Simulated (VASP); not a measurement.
Wanted: the native input for a VASP 6.6.1 run.

* Task: single point
* Functional: BLYP
* Dispersion: D3(BJ)
* Potentials or basis: VASP PAW PBE potentials, release 64 (Co_sv, O)
* Cutoff: 600 eV
* k mesh: 11 × 11 × 11
* Occupations: fermi-dirac, width 0.05 eV
* Spin: collinear spin, ferromagnetic start
* Starting moments: [2.0, 0.0] μB
* Dipole correction: no
* Second run: valence_matched
* Further INCAR settings: ALGO = Normal; EDIFF = 1e-06; NBANDS = 22

The structure of CoO lies in POSCAR:

```
CoO
1.0
    0.0000000000      2.1026924146      2.1026924146
    2.1026924146      0.0000000000      2.1026924146
    2.1026924146      2.1026924146      0.0000000000
Co O
1 1
Direct
    0.0000000000      0.0000000000      0.0000000000
    0.5000000000      0.5000000000      0.5000000000
```

The input as run:

INCAR

```
SYSTEM = CoO
AGGAC = 1.0 ; AGGAX = 1.0
ALDAC = 0.0 ; ALDAX = 1.0
ALGO = Normal ; EDIFF = 1E-6
ENCUT = 600 ; GGA = B5
GGA_COMPAT = .FALSE. ; ISIF = 2
ISMEAR = -1 ; ISPIN = 2
IVDW = 12 ; LASPH = .TRUE.
LCHARG = .TRUE. ; LELF = .TRUE.
LMAXMIX = 4 ; LORBIT = 11
LREAL = .FALSE. ; LVHAR = .TRUE.
LWAVE = .FALSE. ; MAGMOM = 2 0
NBANDS = 22 ; NELM = 200
PREC = Accurate ; SIGMA = 0.05
VDW_A1 = 0.4298 ; VDW_A2 = 4.2359
VDW_S6 = 1.0 ; VDW_S8 = 2.6996
```

KPOINTS

```
k-points
0
G
  11 11 11
  0 0 0
```

Potentials or basis: VASP PAW PBE potentials, release 64 (Co_sv, O).

Run with:

```bash
$ cat potpaw_PBE.64/Co_sv/POTCAR potpaw_PBE.64/O/POTCAR > POTCAR
$ mpirun -np 1 vasp_std > vasp.out
```

Results of the run:

```
Pressure                                              : -0.6 GPa
Net moment                                            : 2.48 μB per cell
Site moments                                          : Co +2.19; O +0.20 μB
Valence electrons inside the program's atomic spheres : Co 14.95; O 5.00
Dispersion energy per atom                            : -0.494 eV
```

Caveat: the PAW data sets were made with another functional, which shifts forces and pressure a little; a cell with one magnetic atom can't hold antiferromagnetic order, which such compounds often take; pairwise dispersion overbinds metals, which lowers pressure and volume.

Run time: 54 s on 1 thread of Intel(R) Xeon(R) Platinum 8259CL CPU @ 2.50GHz (Skylake/Cascade Lake), with other jobs on the host, peak memory 0.18 GiB.
